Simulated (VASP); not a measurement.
# Ta5W in VASP: single point with PBE

Aim: the single point of Ta5W with PBE.

Everything below comes from runs of VASP 6.6.1. Logs are shortened: lines on timing, memory, paths and dates and some standing lists are left out, and cuts for length are marked.

**1. The cell of the first run**

The typed cell holds 12 atoms: a = 2.856 Å, b = 5.477 Å, c = 13.900 Å, α = 89.98°, β = 90.01°, γ = 99.65°.

**2. Single point, PBE**

File INCAR:

```
SYSTEM = Ta5W
ALGO = Fast
EDIFF = 1E-7
ENCUT = 520
GGA = PE
ISIF = 2
ISMEAR = 0
LASPH = .True.
LCHARG = .False.
LREAL = .False.
LWAVE = .False.
NBANDS = 81
NELM = 80
PREC = Accurate
SIGMA = 0.2
```

File KPOINTS:

```
k-points
0
Gamma
  8 4 2
  0 0 0
```

File POSCAR:

```
Ta5W
1.0
   -1.6416689968     -2.3372468378     -0.0002127150
    4.9464561981     -2.3521150515      0.0008875996
    0.0029253502     -0.0009671964     13.9004571044
Ta W
10 2
Direct
   -0.0004294514     -0.0001419606      0.1604191666
    0.4996665138      0.4998308588      0.1604153051
    0.7492448920      0.2496804458      0.3302955039
    0.2493500187      0.7497019409      0.3303170909
   -0.0000984794     -0.0000243201      0.4999861410
    0.4999837455      0.4999849153      0.4999915064
    0.7506598336      0.2502991784      0.6697125003
    0.2507406270      0.7502861545      0.6696976611
    0.0003542653      0.0001652689      0.8395796137
    0.5005242607      0.5001494074      0.8395902646
    0.7499470855      0.2500200789     -0.0000071261
    0.2500566886      0.7500480318      0.0000023726
```

Potentials or basis: VASP PAW PBE potentials, release 64 (Ta_pv, W_sv).

Launch:

```sh
$ cat potpaw_PBE.64/Ta_pv/POTCAR potpaw_PBE.64/W_sv/POTCAR > POTCAR
$ mpirun -np 1 vasp_std > vasp.out
```

OUTCAR:

```text
SYSTEM = Ta5W
   EDIFF = 1E-7
   ENCUT = 520
   GGA = PE
   ISIF = 2
   ISMEAR = 0
   LASPH = .True.
   LREAL = .False.
   NELM = 80
   PREC = Accurate

 ion  position               nearest neighbor table
   1  1.000  1.000  0.160-  11 2.77  12 2.77   2 2.87   2 2.87   4 2.88   3 2.88  12 3.23  11 3.23
                             2 3.29   2 3.29   3 3.32   4 3.33
   2  0.500  0.500  0.160-  12 2.77  11 2.77   1 2.87   1 2.87   3 2.88   4 2.88  11 3.23  12 3.23
                             1 3.29   1 3.29   4 3.32   3 3.33
   3  0.749  0.250  0.330-   4 2.87   4 2.87   5 2.88   6 2.88   2 2.88   1 2.88   4 3.29   4 3.29
                             5 3.32   1 3.32   6 3.33   2 3.33
   4  0.249  0.750  0.330-   3 2.87   3 2.87   6 2.88   5 2.88   1 2.88   2 2.88   3 3.29   3 3.29
                             6 3.32   5 3.32   2 3.32   1 3.33
   5  1.000  1.000  0.500-   6 2.87   6 2.87   3 2.88   8 2.88   4 2.88   7 2.88   6 3.29   6 3.29
                             8 3.32   3 3.32   4 3.32   7 3.33
   6  0.500  0.500  0.500-   5 2.87   5 2.87   4 2.88   7 2.88   3 2.88   8 2.88   5 3.29   5 3.29
                             4 3.32   7 3.32   3 3.33   8 3.33
   7  0.751  0.250  0.670-   8 2.87   8 2.87   6 2.88   5 2.88   9 2.88  10 2.88   8 3.29   8 3.29
                             6 3.32  10 3.32   5 3.33   9 3.33
   8  0.251  0.750  0.670-   7 2.87   7 2.87   5 2.88   6 2.88  10 2.88   9 2.88   7 3.29   7 3.29
                             5 3.32   9 3.32   6 3.33  10 3.33
   9  0.000  0.000  0.840-  12 2.77  11 2.77  10 2.87  10 2.87   7 2.88   8 2.88  11 3.23  12 3.23
                            10 3.29  10 3.29   8 3.32   7 3.33
  10  0.501  0.500  0.840-  11 2.77  12 2.77   9 2.87   9 2.87   8 2.88   7 2.88  12 3.23  11 3.23
                             9 3.29   9 3.29   7 3.32   8 3.33
  11  0.750  0.250  1.000-  10 2.77   1 2.77   2 2.77   9 2.77  12 2.87  12 2.87   9 3.23   2 3.23
                             1 3.23  10 3.23  12 3.29  12 3.29
  12  0.250  0.750  0.000-   9 2.77   2 2.77   1 2.77  10 2.77  11 2.87  11 2.87   1 3.23  10 3.23
                             9 3.23   2 3.23  11 3.29  11 3.29

  LATTYP: Found a triclinic cell.
 ALAT       =     5.4772141571
 B/A-ratio  =     0.5214669671
 C/A-ratio  =     2.5378699914
 COS(alpha) =     0.0001384987
 COS(beta)  =     0.0003819901
 COS(gamma) =     0.1676668328

  Lattice vectors:

 A1 = (   4.9464561981,  -2.3521150515,   0.0008875996)
 A2 = (   1.6416689968,   2.3372468378,   0.0002127150)
 A3 = (   0.0029253502,  -0.0009671964,  13.9004571044)

Analysis of symmetry for initial positions (statically):
=====================================================================
 Subroutine PRICEL returns:
 Original cell was already a primitive cell.

 Routine SETGRP: Setting up the symmetry group for a
 triclinic supercell.

 Subroutine GETGRP returns: Found  1 space group operations
 (whereof  1 operations were pure point group operations)
 out of a pool of  2 trial point group operations.

The static configuration has the point symmetry C_1 .

Analysis of symmetry for dynamics (positions and initial velocities):
=====================================================================
 Subroutine PRICEL returns:
 Original cell was already a primitive cell.

 Routine SETGRP: Setting up the symmetry group for a
 triclinic supercell.

 Subroutine GETGRP returns: Found  1 space group operations
 (whereof  1 operations were pure point group operations)
 out of a pool of  2 trial point group operations.

The dynamic configuration has the point symmetry C_1 .

 Subroutine INISYM returns: Found  1 space group operations
 (whereof  1 operations are pure point group operations),
 and found     1 'primitive' translations

----------------------------------------------------------------------------------------

                                     Primitive cell

  volume of cell :     214.3796

  direct lattice vectors                    reciprocal lattice vectors
    -1.641668997 -2.337246838 -0.000212715    -0.152512083 -0.320730199  0.000009780
     4.946456198 -2.352115052  0.000887600     0.151548027 -0.106446476 -0.000039300
     0.002925350 -0.000967196 13.900457104    -0.000012011  0.000001889  0.071940083

  length of vectors
     2.856186255  5.477214157 13.900457446     0.355144754  0.185196269  0.071940084

  position of ions in fractional coordinates (direct lattice)
     0.999570549  0.999858039  0.160419167
     0.499666514  0.499830859  0.160415305
     0.749244892  0.249680446  0.330295504
     0.249350019  0.749701941  0.330317091
     0.999901521  0.999975680  0.499986141
     0.499983746  0.499984915  0.499991506
     0.750659834  0.250299178  0.669712500
     0.250740627  0.750286155  0.669697661
     0.000354265  0.000165269  0.839579614
     0.500524261  0.500149407  0.839590265
     0.749947085  0.250020079  0.999992874
     0.250056689  0.750048032  0.000002373

  ion indices of the primitive-cell ions
   primitive index   ion index
                 1           1
                 2           2
                 3           3
                 4           4
                 5           5
                 6           6
                 7           7
                 8           8
                 9           9
                10          10
                11          11
                12          12

----------------------------------------------------------------------------------------

 KPOINTS: k-points

Automatic generation of k-mesh.
 Grid dimensions read from file:
 generate k-points for:    8    4    2

 Generating k-lattice:

  Cartesian coordinates                     Fractional coordinates (reciprocal lattice)
    -0.019064010 -0.040091275  0.000001222     0.125000000 -0.000000000 -0.000000000
     0.037887007 -0.026611619 -0.000009825    -0.000000000  0.250000000  0.000000000
    -0.000006005  0.000000944  0.035970041     0.000000000  0.000000000  0.500000000

  Length of vectors
     0.044393094  0.046299067  0.035970042

  Shift w.r.t. Gamma in fractional coordinates (k-lattice)
     0.000000000  0.000000000  0.000000000

 Subroutine IBZKPT returns following result:
 ===========================================

 Found     36 irreducible k-points:

 Following reciprocal coordinates:
            Coordinates               Weight
  0.000000  0.000000  0.000000      1.000000
  0.125000  0.000000 -0.000000      2.000000
  0.250000  0.000000 -0.000000      2.000000
  0.375000  0.000000 -0.000000      2.000000
  0.500000  0.000000 -0.000000      1.000000
  0.000000  0.250000 -0.000000      2.000000
[... 16 lines left out ...]
  0.500000  0.000000  0.500000      1.000000
  0.000000  0.250000  0.500000      2.000000
 [... further k-points ...]
   k-points           NKPTS =     36   k-points in BZ     NKDIM =     36   number of bands    NBANDS=     81
   number of dos      NEDOS =    301   number of ions     NIONS =     12
   total plane-waves  NPLWV = 108864
   dimension x,y,z NGX =    24 NGY =   42 NGZ =  108
   dimension x,y,z NGXF=    48 NGYF=   84 NGZF=  216
   ions per type =              10   2
   NGX,Y,Z   is equivalent  to a cutoff of  13.97, 12.75, 12.92 a.u.
   NGXF,Y,Z  is equivalent  to a cutoff of  27.94, 25.50, 25.83 a.u.
 SYSTEM =  Ta5W
   PREC   = accura    normal or accurate (medium, high low for compatibility)
   ISTART =      0    job   : 0-new  1-cont  2-samecut
   ICHARG =      2    charge: 1-file 2-atom 10-const
   ISPIN  =      1    spin polarized calculation?
   LNONCOLLINEAR =      F non collinear calculations
   LSORBIT =      F    spin-orbit coupling
   LASPH  =      T    aspherical Exc in radial PAW
   ENCUT  =  520.0 eV  38.22 Ry    6.18 a.u.   5.31 10.18 25.85*2*pi/ulx,y,z
   NELM   =     80;   NELMIN=  2; NELMDL= -5     # of ELM steps
   EDIFF  = 0.1E-06   stopping-criterion for ELM
   LREAL  =      F    real-space projection
   EDIFFG = 0.1E-05   stopping-criterion for IOM
   NSW    =      0    number of steps for IOM
   IBRION =     -1    ionic relax: 0-MD 1-quasi-New 2-CG
   NFREE  =      0    steps in history (QN), initial steepest desc. (CG)
   ISIF   =      2    stress and relaxation
   ISYM   =      2    0-nonsym 1-usesym 2-fastsym
   POTIM  = 0.5000    time-step for ionic-motion
   TEBEG  =    0.0;   TEEND  =   0.0 temperature during run
   PSTRESS=    0.0 pullay stress
   NELECT =     138.0000    total number of electrons
   NUPDOWN=      -1.0000    fix difference up-down
   EMIN   =  10.00;   EMAX   =-10.00  energy-range for DOS
   EFERMI =   0.00;   METHOD = LEGACY
   ISMEAR =     0;   SIGMA  =   0.20  broadening in eV -4-tet -1-fermi 0-gaus
   EFERMI_NEDOS =   21; number of points for ismear=-14 and -15
   IALGO  =     68    algorithm
   IMIX   =      4    mixing-type and parameters
     AMIX     =   0.40;   BMIX     =  1.00
     AMIX_MAG =   1.60;   BMIX_MAG =  1.00
  volume/ion in A,a.u.               =      17.86       120.56
  Fermi-wavevector in a.u.,A,eV,Ry     =   1.413536  2.671195 27.185566  1.998083
  Thomas-Fermi vector in A             =   2.535171
   LORBIT       =      0    0 simple, 1 ext, 2 COOP (PROOUT), +10 PAW based schemes
   GGA     = PE    functional components
   LHFCALC =     F    Hartree Fock is set to
   AEXX    =    0.0000 exact exchange contribution
   IVDW    =     0    specifies the selected vdW correction
   LEPSILON=     F    determine dielectric tensor
   LRPA    =     F    only Hartree local field effects (RPA)
 non-spin polarized calculation
 RMM-DIIS sequential band-by-band and
 Gauss-broadening in eV      SIGMA  =   0.20
  energy-cutoff  :      520.00
  volume of cell :      214.38
 maximum number of plane-waves:      5804
 NGX is ok and might be reduce to    24
   NGX = 11   NGY = 21   NGZ = 51

 number of electron     138.0000019 magnetization

 Free energy of the ion-electron system (eV)
  ---------------------------------------------------
  ext. energy  EPLUGINS =         0.00000000
  ---------------------------------------------------
  free energy    TOTEN  =      -144.37500855 eV

  energy without entropy =     -144.10103530  energy(sigma->0) =     -144.23802193

 E-fermi :   6.1743     XC(G=0): -12.7091

 val. band max:        6.1733736206   @ k =   0.0000   0.2500  -0.0000
 cond. band min:       6.1753358388   @ k =  -0.3750   0.2500   0.5000
 fundamental gap:      0.0019622182
 Fermi energy:         6.1743071393

 k-point     1 :       0.0000    0.0000    0.0000
  band No.  band energies     occupation
      1     -67.3024      2.00000
      2     -67.2650      2.00000
      3     -31.8443      2.00000
      4     -31.5488      2.00000
      5     -31.4595      2.00000
      6     -31.2792      2.00000
[... 73 lines left out ...]
     80       8.9303      0.00000
     81       9.7552      0.00000

 k-point     2 :       0.1250    0.0000   -0.0000
  band No.  band energies     occupation
      1     -67.2960      2.00000
      2     -67.2613      2.00000
      3     -31.8128      2.00000
      4     -31.5345      2.00000
      5     -31.4516      2.00000
      6     -31.3227      2.00000
[... 73 lines left out ...]
     80       8.3838      0.00000
     81       8.7389      0.00000
[... 1762 lines left out ...]
     80       8.7343      0.00000
     81       8.8293      0.00000

 k-point    24 :       0.0000    0.2500    0.5000
  band No.  band energies     occupation
      1     -67.2969      2.00000
      2     -67.2705      2.00000
      3     -31.7573      2.00000
      4     -31.5354      2.00000
      5     -31.4722      2.00000
      6     -31.3427      2.00000
[... 73 lines left out ...]
     80       9.2375      0.00000
     81       9.5654      0.00000

 [... further k-points ...]

------------------------ aborting loop because EDIFF is reached ----------------------------------------

  FORCE on cell =-STRESS in cart. coord.  units (eV):
  Direction    XX          YY          ZZ          XY          YZ          ZX
  --------------------------------------------------------------------------------------
  -------------------------------------------------------------------------------------
  Total        0.1200715      0.0255904      0.2156791     -0.0189373      0.0008455     -0.0365672
  in kB        0.8973606      0.1912512      1.6118894     -0.1415289      0.0063192     -0.2732872
  external PRESSURE =       0.9001671 kB  Pullay stress =       0.0000000 kB

 VOLUME and BASIS-vectors are now :
 -----------------------------------------------------------------------------
  energy-cutoff  :      520.00
  volume of cell :      214.38
      direct lattice vectors                 reciprocal lattice vectors
    -1.641668997 -2.337246838 -0.000212715    -0.152512083 -0.320730199  0.000009780
     4.946456198 -2.352115052  0.000887600     0.151548027 -0.106446476 -0.000039300
     0.002925350 -0.000967196 13.900457104    -0.000012011  0.000001889  0.071940083

 POSITION                                       TOTAL-FORCE (eV/Angst)
 -----------------------------------------------------------------------------------
      3.30526     -4.68818      2.23057        -0.001246     -0.001170      0.023267
      1.65257     -2.34366      2.23018         0.002256     -0.000554      0.023624
      0.00599     -2.33877      4.59132         0.001373     -0.005043      0.001670
      3.29998     -2.34650      4.59217         0.000695     -0.002264     -0.001508
      3.30629     -4.68956      6.95071         0.000118     -0.000906      0.001915
      1.65381     -2.34509      6.95045        -0.000387      0.000117      0.001317
      0.00772     -2.34386      9.30937        -0.001828      0.003541     -0.003655
      3.30158     -2.35145      9.30972        -0.000584      0.004261     -0.000764
      0.00269     -0.00203     11.67054        -0.000710     -0.000635     -0.023030
      1.65473     -2.34707     11.67103         0.003032      0.002523     -0.024163
      0.00847     -2.34185     13.90042        -0.001498     -0.001772      0.001744
      3.29957     -2.34864      0.00065        -0.001220      0.001901     -0.000416
 -----------------------------------------------------------------------------------
    total drift:                                0.000005     -0.000004     -0.000007

  FREE ENERGIE OF THE ION-ELECTRON SYSTEM (eV)
  ---------------------------------------------------
  free  energy   TOTEN  =      -144.3750085474 eV

  energy  without entropy=     -144.1010353049  energy(sigma->0) =     -144.23802193
```

It took 17 min on 1 thread of Intel Xeon Platinum 8259CL at 2.50GHz (Skylake/Cascade Lake), shared host; peak memory 0.61 GiB.

What came out:

```yaml
Free_energy: -144.3750 eV
Pressure: 0.1 GPa
Largest_force: 0.024 eV/Å
Band_gap_on_the_k_mesh: zero (bands 69 and 70 overlap by 1.44 eV)
```

Forces on the atoms (eV/Å):
```
Ta  -0.001 -0.001  0.023
Ta   0.002 -0.001  0.024
Ta   0.001 -0.005  0.002
Ta   0.001 -0.002 -0.002
Ta   0.000 -0.001  0.002
Ta   0.000  0.000  0.001
Ta  -0.002  0.004 -0.004
Ta  -0.001  0.004 -0.001
Ta  -0.001 -0.001 -0.023
Ta   0.003  0.003 -0.024
W   -0.001 -0.002  0.002
W   -0.001  0.002  0.000
```

Stress tensor (GPa, compression positive):
```
 0.09 -0.01 -0.03
-0.01  0.02  0.00
-0.03  0.00  0.16
```

Caveat: spin-orbit coupling is left out, which moves the levels of the heavy elements.
